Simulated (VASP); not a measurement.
Wanted: the native input for a VASP 6.6.1 run.

```
Task                   : single point
Functional             : r2SCAN
Potentials or basis    : VASP PAW PBE potentials, release 64 (Hf_pv, N)
Cutoff                 : 520 eV
k mesh                 : 22 × 22 × 22
Occupations            : gaussian, width 0.15 eV
Spin                   : no spin polarisation
Dipole correction      : no
Further INCAR settings : ALGO = Normal; EDIFF = 1e-06; NBANDS = 14
```

Crystal: HfN.

```
Hf N
1.0
     0.00000    2.44581    2.44581
     2.44581    0.00000    2.44581
     2.44581    2.44581    0.00000
Hf N
1 1
Direct
  0.00000 0.00000 0.00000
  0.75000 0.75000 0.75000
```

One way to write it, as run:

POSCAR

```
HfN
1.0
    0.0000000000      2.4458088211      2.4458088211
    2.4458088211      0.0000000000      2.4458088211
    2.4458088211      2.4458088211      0.0000000000
Hf N
1 1
Direct
    0.0000000000      0.0000000000      0.0000000000
    0.7500000000      0.7500000000      0.7500000000
```

INCAR.step1

```
  ALGO = Normal
  EDIFF = 1E-4
  ENCUT = 520
  GGA = PE
  ISMEAR = 0
  LASPH = T
  LCHARG = F
  LREAL = F
  LWAVE = T
  NBANDS = 14
  NELM = 100
  PREC = Accurate
  SIGMA = 0.15
```

INCAR.step2

```
  ALGO = Normal
  EDIFF = 1E-6
  ENCUT = 520
  ISIF = 2
  ISMEAR = 0
  ISTART = 1
  LASPH = T
  LCHARG = F
  LMIXTAU = T
  LREAL = F
  LWAVE = F
  METAGGA = R2SCAN
  NBANDS = 14
  NELM = 100
  PREC = Accurate
  SIGMA = 0.15
```

KPOINTS

```
k-points
0
Gamma
  22 22 22
```

Potentials or basis: VASP PAW PBE potentials, release 64 (Hf_pv, N).

The run is started by

```bash
$ cat potpaw_PBE.64/Hf_pv/POTCAR potpaw_PBE.64/N/POTCAR > POTCAR
$ cp INCAR.step1 INCAR
$ mpirun -np 1 vasp_std > vasp.out
$ cp INCAR.step2 INCAR
$ mpirun -np 1 vasp_std > vasp.out
```

It gave:

* Pressure: -1.3 GPa
* Band gap on the k mesh: zero (an odd number of electrons rules out a gap without spin polarisation)

Caveat: the PAW data sets were made with another functional, which shifts forces and pressure a little; spin-orbit coupling is left out, which moves the levels of the heavy elements.

It took 3.5 min on 1 thread of Intel(R) Xeon(R) 6975P-C (Granite Rapids), on a shared host, peak memory 0.28 GiB.
